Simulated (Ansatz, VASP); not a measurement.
InH in VASP and in Ansatz

```
In H
1.0
     3.60250    0.00000    0.00000
     0.00000    3.83582    0.00000
     0.00000    0.00000    4.90318
In H
2 2
Direct
  0.00000 0.00000 0.73121
  0.50000 0.50000 0.26879
  0.00000 0.50000 0.98036
  0.50000 0.00000 0.01964
```

Change from the starting cell: species swapped into the CuTe type (Pmmn, No. 59).

Alike in both runs: functional PBE; k mesh 12 × 12 × 10; occupations gaussian, width 0.1 eV; no spin polarisation.

Ansatz relaxed the structure, and its values are those at the end. VASP's run is a single point on that final structure, the one shown.

|  | VASP | Ansatz |
| --- | --- | --- |
| version | VASP 6.6.1 | Ansatz 0.2.0 |
| potentials or method | VASP PAW PBE potentials, release 64 (In_d, H), cutoff 520 eV | scalar-relativistic, plane waves, PAW |
| valence electrons in the cell | 28 | 28 |

```csv
,VASP,Ansatz,Ansatz less VASP
gap on the k mesh at the Fermi level (eV),none,none,-
pressure (GPa),0.0,0.0,+0.06
```

A gap of «none» marks a metal or a gap that the smearing closes. The functional is the same, so the differences come from potentials, cutoffs and numerics.
